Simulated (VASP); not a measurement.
# BN (cubic boron nitride) (F-43m) in VASP: notebook

The runs below take BN (cubic boron nitride) through single point, relaxation of cell and atoms, with LDA.

Everything below comes from runs of VASP 6.6.1. Logs are shortened: lines on timing, memory, paths and dates and some standing lists are left out, and cuts for length are marked.

## (1) The cell of the first run

The structure is cubic, space group F-43m (No. 216). The conventional cell has a = 3.581 Å, b = 3.581 Å, c = 3.581 Å, α = 90.00°, β = 90.00°, γ = 90.00°. B (site symmetry -43m) has 4 N at 1.55 Å within 2.1 Å. N (site symmetry -43m) has 4 B at 1.55 Å within 2.1 Å.

## (2) Single point, LDA

Contents of INCAR:

```
ALGO     = Normal         # electronic algorithm
EDIFF    = 1E-6           # SCF threshold, eV
ENCUT    = 520            # plane-wave cutoff, eV
ISIF     = 2              # what is computed and relaxed
ISMEAR   = 0              # smearing method
LASPH    = T              # aspherical terms in the spheres
LCHARG   = F              # write CHGCAR
LREAL    = F              # projectors in reciprocal space
LWAVE    = F              # write WAVECAR
NBANDS   = 11             # bands
NELM     = 80             # most SCF steps
PREC     = Accurate       # precision mode
SIGMA    = 0.01           # smearing width, eV
```

Contents of KPOINTS:

```
k-points
0
Gamma
  10 10 10
```

Contents of POSCAR:

```
BN
1.0
    0.0000000000      1.7903427607      1.7903427607
    1.7903427607      0.0000000000      1.7903427607
    1.7903427607      1.7903427607      0.0000000000
B N
1 1
Direct
    0.0000000000      0.0000000000      0.0000000000
    0.2500000000      0.2500000000      0.2500000000
```

Potentials or basis: VASP PAW LDA potentials, release 64 (B, N).

The run is started by

```
> cat potpaw_LDA.64/B/POTCAR potpaw_LDA.64/N/POTCAR > POTCAR
> mpirun -np 1 vasp_std > vasp.out
```

OUTCAR:

```text
EDIFF = 1E-6
   ENCUT = 520
   ISIF = 2
   ISMEAR = 0
   LASPH = T
   LREAL = F
   NELM = 80
   PREC = Accurate

 ion  position               nearest neighbor table
   1  0.000  0.000  0.000-   2 1.55   2 1.55   2 1.55   2 1.55
   2  0.250  0.250  0.250-   1 1.55   1 1.55   1 1.55   1 1.55

  LATTYP: Found a face centered cubic cell.
 ALAT       =     3.5806855214

  Lattice vectors:

 A1 = (   0.0000000000,   1.7903427607,   1.7903427607)
 A2 = (   1.7903427607,   0.0000000000,   1.7903427607)
 A3 = (   1.7903427607,   1.7903427607,   0.0000000000)

Analysis of symmetry for initial positions (statically):
=====================================================================
 Subroutine PRICEL returns:
 Original cell was already a primitive cell.

 Routine SETGRP: Setting up the symmetry group for a
 face centered cubic supercell.

 Subroutine GETGRP returns: Found 24 space group operations
 (whereof 24 operations were pure point group operations)
 out of a pool of 48 trial point group operations.

The static configuration has the point symmetry T_d .

Analysis of symmetry for dynamics (positions and initial velocities):
=====================================================================
 Subroutine PRICEL returns:
 Original cell was already a primitive cell.

 Routine SETGRP: Setting up the symmetry group for a
 face centered cubic supercell.

 Subroutine GETGRP returns: Found 24 space group operations
 (whereof 24 operations were pure point group operations)
 out of a pool of 48 trial point group operations.

The dynamic configuration has the point symmetry T_d .

 Subroutine INISYM returns: Found 24 space group operations
 (whereof 24 operations are pure point group operations),
 and found     1 'primitive' translations

----------------------------------------------------------------------------------------

                                     Primitive cell

  volume of cell :      11.4773

  direct lattice vectors                    reciprocal lattice vectors
     0.000000000  1.790342761  1.790342761    -0.279276131  0.279276131  0.279276131
     1.790342761  0.000000000  1.790342761     0.279276131 -0.279276131  0.279276131
     1.790342761  1.790342761  0.000000000     0.279276131  0.279276131 -0.279276131

  length of vectors
     2.531927013  2.531927013  2.531927013     0.483720449  0.483720449  0.483720449

  position of ions in fractional coordinates (direct lattice)
     0.000000000  0.000000000  0.000000000
     0.250000000  0.250000000  0.250000000

  ion indices of the primitive-cell ions
   primitive index   ion index
                 1           1
                 2           2

----------------------------------------------------------------------------------------

 KPOINTS: k-points

Automatic generation of k-mesh.
 Grid dimensions read from file:
 generate k-points for:   10   10   10

 Generating k-lattice:

  Cartesian coordinates                     Fractional coordinates (reciprocal lattice)
    -0.027927613  0.027927613  0.027927613     0.100000000  0.000000000  0.000000000
     0.027927613 -0.027927613  0.027927613     0.000000000  0.100000000  0.000000000
     0.027927613  0.027927613 -0.027927613     0.000000000  0.000000000  0.100000000

  Length of vectors
     0.048372045  0.048372045  0.048372045

  Shift w.r.t. Gamma in fractional coordinates (k-lattice)
     0.000000000  0.000000000  0.000000000

 Subroutine IBZKPT returns following result:
 ===========================================

 Found     47 irreducible k-points:

 Following reciprocal coordinates:
            Coordinates               Weight
  0.000000  0.000000  0.000000      1.000000
  0.100000  0.000000  0.000000      8.000000
  0.200000  0.000000  0.000000      8.000000
  0.300000  0.000000  0.000000      8.000000
  0.400000  0.000000  0.000000      8.000000
  0.500000  0.000000  0.000000      4.000000
[... 16 lines left out ...]
  0.300000  0.300000  0.000000      6.000000
  0.400000  0.300000  0.000000     24.000000
 [... further k-points ...]
   k-points           NKPTS =     47   k-points in BZ     NKDIM =     47   number of bands    NBANDS=     11
   number of dos      NEDOS =    301   number of ions     NIONS =      2
   total plane-waves  NPLWV =   8000
   dimension x,y,z NGX =    20 NGY =   20 NGZ =   20
   dimension x,y,z NGXF=    40 NGYF=   40 NGZF=   40
   ions per type =               1   1
   NGX,Y,Z   is equivalent  to a cutoff of  13.13, 13.13, 13.13 a.u.
   NGXF,Y,Z  is equivalent  to a cutoff of  26.26, 26.26, 26.26 a.u.
 SYSTEM =  unknown system
   PREC   = accura    normal or accurate (medium, high low for compatibility)
   ISTART =      0    job   : 0-new  1-cont  2-samecut
   ICHARG =      2    charge: 1-file 2-atom 10-const
   ISPIN  =      1    spin polarized calculation?
   LNONCOLLINEAR =      F non collinear calculations
   LSORBIT =      F    spin-orbit coupling
   LASPH  =      T    aspherical Exc in radial PAW
   ENCUT  =  520.0 eV  38.22 Ry    6.18 a.u.   4.71  4.71  4.71*2*pi/ulx,y,z
   NELM   =     80;   NELMIN=  2; NELMDL= -5     # of ELM steps
   EDIFF  = 0.1E-05   stopping-criterion for ELM
   LREAL  =      F    real-space projection
   EDIFFG = 0.1E-04   stopping-criterion for IOM
   NSW    =      0    number of steps for IOM
   IBRION =     -1    ionic relax: 0-MD 1-quasi-New 2-CG
   NFREE  =      0    steps in history (QN), initial steepest desc. (CG)
   ISIF   =      2    stress and relaxation
   ISYM   =      2    0-nonsym 1-usesym 2-fastsym
   POTIM  = 0.5000    time-step for ionic-motion
   TEBEG  =    0.0;   TEEND  =   0.0 temperature during run
   PSTRESS=    0.0 pullay stress
   NELECT =       8.0000    total number of electrons
   NUPDOWN=      -1.0000    fix difference up-down
   EMIN   =  10.00;   EMAX   =-10.00  energy-range for DOS
   EFERMI =   0.00;   METHOD = LEGACY
   ISMEAR =     0;   SIGMA  =   0.01  broadening in eV -4-tet -1-fermi 0-gaus
   EFERMI_NEDOS =   21; number of points for ismear=-14 and -15
   IALGO  =     38    algorithm
   IMIX   =      4    mixing-type and parameters
     AMIX     =   0.40;   BMIX     =  1.00
     AMIX_MAG =   1.60;   BMIX_MAG =  1.00
  volume/ion in A,a.u.               =       5.74        38.73
  Fermi-wavevector in a.u.,A,eV,Ry     =   1.451528  2.742990 28.666557  2.106932
  Thomas-Fermi vector in A             =   2.569014
   LORBIT       =      0    0 simple, 1 ext, 2 COOP (PROOUT), +10 PAW based schemes
   GGA     = CA    functional components
   LHFCALC =     F    Hartree Fock is set to
   AEXX    =    0.0000 exact exchange contribution
   IVDW    =     0    specifies the selected vdW correction
   LEPSILON=     F    determine dielectric tensor
   LRPA    =     F    only Hartree local field effects (RPA)
 non-spin polarized calculation
 Gauss-broadening in eV      SIGMA  =   0.01
  energy-cutoff  :      520.00
  volume of cell :       11.48
 maximum number of plane-waves:       331
   NGX =  9   NGY =  9   NGZ =  9

 number of electron       7.9999999 magnetization

 Free energy of the ion-electron system (eV)
  ---------------------------------------------------
  ext. energy  EPLUGINS =         0.00000000
  ---------------------------------------------------
  free energy    TOTEN  =       -19.41379209 eV

  energy without entropy =      -19.41379209  energy(sigma->0) =      -19.41379209

 E-fermi :   7.9484     XC(G=0): -13.2429

 val. band max:        7.7510483506   @ k =   0.0000   0.0000   0.0000
 cond. band min:      12.1279919109   @ k =   0.5000   0.5000   0.0000
 fundamental gap:      4.3769435603
 Fermi energy:         7.9483636594

 k-point     1 :       0.0000    0.0000    0.0000
  band No.  band energies     occupation
      1     -12.6463      2.00000
      2       7.7510      2.00000
      3       7.7510      2.00000
      4       7.7510      2.00000
      5      16.5692      0.00000
      6      16.5692      0.00000
      7      16.5692      0.00000
      8      18.6591      0.00000
      9      32.7845      0.00000
     10      35.8931      0.00000
     11      35.8931      0.00000

 k-point     2 :       0.1000    0.0000    0.0000
  band No.  band energies     occupation
      1     -12.3966      2.00000
      2       6.4656      2.00000
      3       7.4868      2.00000
      4       7.4868      2.00000
      5      16.9256      0.00000
      6      16.9661      0.00000
      7      16.9661      0.00000
      8      19.3817      0.00000
      9      32.3329      0.00000
     10      33.1005      0.00000
     11      33.1005      0.00000

 k-point     3 :       0.2000    0.0000    0.0000
  band No.  band energies     occupation
      1     -11.6607      2.00000
      2       3.7061      2.00000
      3       6.8956      2.00000
      4       6.8956      2.00000
      5      17.4403      0.00000
      6      17.7813      0.00000
      7      17.7813      0.00000
      8      20.9128      0.00000
      9      31.4990      0.00000
     10      31.5903      0.00000
     11      31.5903      0.00000

 k-point     4 :       0.3000    0.0000    0.0000
  band No.  band energies     occupation
      1     -10.4910      2.00000
      2       0.6843      2.00000
      3       6.3002      2.00000
      4       6.3002      2.00000
      5      17.8991      0.00000
      6      18.3509      0.00000
      7      18.3509      0.00000
      8      22.1658      0.00000
      9      31.0526      0.00000
     10      31.8552      0.00000
     11      31.8552      0.00000
[... 239 lines left out ...]
 k-point    22 :      -0.2000    0.2000    0.0000
  band No.  band energies     occupation
      1     -10.1047      2.00000
      2       1.5016      2.00000
      3       3.3625      2.00000
      4       6.4116      2.00000
      5      18.4176      0.00000
      6      18.7730      0.00000
      7      19.3936      0.00000
      8      21.8150      0.00000
      9      29.1464      0.00000
     10      30.0978      0.00000
     11      34.9056      0.00000

 k-point    23 :       0.3000    0.3000    0.0000
  band No.  band energies     occupation
      1      -9.7905      2.00000
      2       2.5420      2.00000
      3       3.9580      2.00000
      4       3.9580      2.00000
      5      13.8752      0.00000
      6      18.6471      0.00000
      7      22.6314      0.00000
      8      22.6314      0.00000
      9      26.7322      0.00000
     10      35.4581      0.00000
     11      40.0731      0.00000

 k-point    24 :       0.4000    0.3000    0.0000
  band No.  band energies     occupation
      1      -8.7412      2.00000
      2       0.9241      2.00000
      3       3.0988      2.00000
      4       3.5374      2.00000
      5      13.8228      0.00000
      6      18.4723      0.00000
      7      23.4488      0.00000
      8      23.4914      0.00000
      9      27.6551      0.00000
     10      35.1500      0.00000
     11      39.8872      0.00000

 [... further k-points ...]
[... 5 lines left out ...]
  --------------------------------------------------------------------------------------
  -------------------------------------------------------------------------------------
  Total        0.0696256      0.0696256      0.0696256      0.0000000     -0.0000000      0.0000000
  in kB        9.7194376      9.7194376      9.7194376      0.0000000     -0.0000000      0.0000000
  external PRESSURE =       9.7194376 kB  Pullay stress =       0.0000000 kB

 VOLUME and BASIS-vectors are now :
 -----------------------------------------------------------------------------
  energy-cutoff  :      520.00
  volume of cell :       11.48
      direct lattice vectors                 reciprocal lattice vectors
     0.000000000  1.790342761  1.790342761    -0.279276131  0.279276131  0.279276131
     1.790342761  0.000000000  1.790342761     0.279276131 -0.279276131  0.279276131
     1.790342761  1.790342761  0.000000000     0.279276131  0.279276131 -0.279276131

 POSITION                                       TOTAL-FORCE (eV/Angst)
 -----------------------------------------------------------------------------------
      0.00000      0.00000      0.00000         0.000000     -0.000000     -0.000000
      0.89517      0.89517      0.89517        -0.000000      0.000000      0.000000
 -----------------------------------------------------------------------------------
    total drift:                               -0.000000     -0.000000     -0.000000

  FREE ENERGIE OF THE ION-ELECTRON SYSTEM (eV)
  ---------------------------------------------------
  free  energy   TOTEN  =       -19.4137920916 eV

  energy  without entropy=      -19.4137920916  energy(sigma->0) =      -19.41379209
```

It took 4.5 s on 1 thread of Intel Xeon Platinum 8259CL at 2.50GHz (Skylake/Cascade Lake), shared host; peak memory 0.11 GiB.

Results:

| Property | Result |
| --- | --- |
| Free energy | -19.4138 eV |
| Pressure | 1.0 GPa |
| Band gap on the k mesh | 4.38 eV, indirect (least direct gap 8.82 eV) |

## (3) Relaxation of cell and atoms, LDA

This run uses another cell than the first one, of 5.91 Å³/atom, 1.029 times its volume.

Contents of INCAR:

```
SYSTEM = BN
  PREC = Accurate
  ENCUT = 600
  EDIFF = 1E-6
  ISMEAR = 0
  SIGMA = 0.01
  LREAL = .False.
  LASPH = .True.
  NELM = 100
  ALGO = Normal
  ISIF = 3
  LWAVE = .False.
  LCHARG = .False.
  GGA = CA
  IBRION = 2
  NSW = 80
  EDIFFG = -0.002
```

Contents of KPOINTS:

```
regular mesh
0
Gamma
  10 10 10
  0 0 0
```

Contents of POSCAR:

```
BN
1.0
    0.0000000000      1.8075000000      1.8075000000
    1.8075000000      0.0000000000      1.8075000000
    1.8075000000      1.8075000000      0.0000000000
B N
1 1
Direct
    0.0000000000      0.0000000000      0.0000000000
    0.2500000000      0.2500000000      0.2500000000
```

Potentials or basis: VASP PAW LDA potentials, release 64 (B, N).

The run is started by

```
> cat potpaw_LDA.64/B/POTCAR potpaw_LDA.64/N/POTCAR > POTCAR
> mpirun -np 1 vasp_std > vasp.out
```

It took 7.5 s on 1 thread of Intel Xeon Platinum 8259CL at 2.50GHz (Skylake/Cascade Lake), shared host; peak memory 0.12 GiB.

The run converged. Its results:

| Quantity | Value |
| --- | --- |
| Free energy | -19.4173 eV |
| Relaxed volume | 5.75 Å³/atom |
| Relaxed cell | a = 2.533 Å, b = 2.533 Å, c = 2.533 Å, α = 60.00°, β = 60.00°, γ = 60.00° |
| Space group after relaxing (to 0.05 Å) | F-43m (No. 216) |
| Energy gained by relaxing | 5.2 meV/atom |
| Ionic steps | 3 |
| Pressure after relaxing | -0.1 GPa |
| Band gap on the k mesh | 4.38 eV, indirect (least direct gap 8.81 eV) |

The path:
| step | energy change (eV) | largest force (eV/Å) | pressure (GPa) | volume (Å³) |
| --- | --- | --- | --- | --- |
| 1 | 0.0000 | 0.0000 | -10.29 | 11.81 |
| 2 | 0.0014 | 0.0000 | 12.01 | 11.17 |
| 3 | -0.0104 | 0.0000 | -0.06 | 11.50 |

Final structure:
```
CELL_PARAMETERS angstrom
0.00000 1.79137 1.79137
1.79137 0.00000 1.79137
1.79137 1.79137 0.00000
ATOMIC_POSITIONS crystal
B 0.00000 0.00000 0.00000
N 0.25000 0.25000 0.25000
```

Levels at points of the mesh, in eV from the valence-band top:
| k point | band 1 | band 2 | band 3 | band 4 | band 5 | band 6 | band 7 | band 8 |
| --- | --- | --- | --- | --- | --- | --- | --- | --- |
| (0.00, 0.00, 0.00) | -20.38 | 0.00 | 0.00 | 0.00 | 8.81 | 8.81 | 8.81 | 10.88 |
| (0.50, 0.00, 0.00) | -15.97 | -10.96 | -2.00 | -2.00 | 10.56 | 10.71 | 10.71 | 15.29 |
| (0.50, 0.50, 0.00) | -14.55 | -9.06 | -5.06 | -5.06 | 4.38 | 9.30 | 18.11 | 18.11 |

A k mesh can miss the band edges. As with any semilocal functional, this LDA gap is likely too small.

## (4) Single point, LDA

Contents of INCAR:

```
ALGO     = Normal         # electronic algorithm
EDIFF    = 1E-6           # SCF threshold, eV
ENCUT    = 910            # plane-wave cutoff, eV
GGA_COMPAT= F            
ISIF     = 2              # what is computed and relaxed
ISMEAR   = 0              # smearing method
LASPH    = T              # aspherical terms in the spheres
LCHARG   = F              # write CHGCAR
LREAL    = F              # projectors in reciprocal space
LWAVE    = F              # write WAVECAR
NBANDS   = 11             # bands
NELM     = 120            # most SCF steps
PREC     = Accurate       # precision mode
SIGMA    = 0.01           # smearing width, eV
```

Contents of KPOINTS:

```
k-points
0
Gamma
  10 10 10
```

Contents of POSCAR:

```
BN
1.0
    0.0000000000      1.7903427607      1.7903427607
    1.7903427607      0.0000000000      1.7903427607
    1.7903427607      1.7903427607      0.0000000000
B N
1 1
Direct
    0.0000000000      0.0000000000      0.0000000000
    0.2500000000      0.2500000000      0.2500000000
```

Potentials or basis: VASP PAW LDA potentials, release 64 (B_h, N_h).

The run is started by

```
> cat potpaw_LDA.64/B_h/POTCAR potpaw_LDA.64/N_h/POTCAR > POTCAR
> mpirun -np 1 vasp_std > vasp.out
```

It took 14 s on 1 thread of AMD EPYC 7R13 (Zen 3), shared host; peak memory 0.1 GiB.

It converged, with:

```
Free energy            : -19.4195 eV
Pressure               : 0.5 GPa
Band gap on the k mesh : 4.38 eV, indirect (least direct gap 8.82 eV)
```

Levels at points of the mesh, in eV from the valence-band top:
| k point | band 1 | band 2 | band 3 | band 4 | band 5 | band 6 | band 7 | band 8 |
| --- | --- | --- | --- | --- | --- | --- | --- | --- |
| (0.00, 0.00, 0.00) | -20.40 | 0.00 | 0.00 | 0.00 | 8.82 | 8.82 | 8.82 | 10.91 |
| (0.50, 0.00, 0.00) | -15.98 | -10.98 | -2.00 | -2.00 | 10.59 | 10.73 | 10.73 | 15.31 |
| (0.50, 0.50, 0.00) | -14.56 | -9.07 | -5.07 | -5.07 | 4.38 | 9.31 | 18.14 | 18.14 |

Caveat: the cutoff is under 1.25 times the usual one of these potentials, so pressure, stress and relaxed cells hold a basis-set (Pulay) error. A k mesh can miss the band edges.

## (5) Summary

| task | potentials or basis | cell | cutoff (eV) | second run | gap on the mesh (eV) | pressure (GPa) |
| --- | --- | --- | --- | --- | --- | --- |
| single point | VASP PAW LDA potentials, release 64 (B, N) | a = 2.532 Å, angles 60.0°, 2 atoms | 520 | - | 4.38 | 1.0 |
| relaxation of cell and atoms | VASP PAW LDA potentials, release 64 (B, N) | relaxed from a = 2.556 Å, angles 60.0°, 2 atoms | 600 | - | 4.38 | -0.1 |
| single point | VASP PAW LDA potentials, release 64 (B_h, N_h) | a = 2.532 Å, angles 60.0°, 2 atoms | 910 | hard_potentials | 4.38 | 0.5 |

Alike in all rows: level LDA; no spin polarisation; k mesh 10 × 10 × 10; smearing gaussian 0.01 eV.

Caveats: the cutoff is under 1.25 times the usual one of these potentials, so pressure, stress and relaxed cells hold a basis-set (Pulay) error (some runs).

Absolute energies hang on the potentials; compare differences alone.
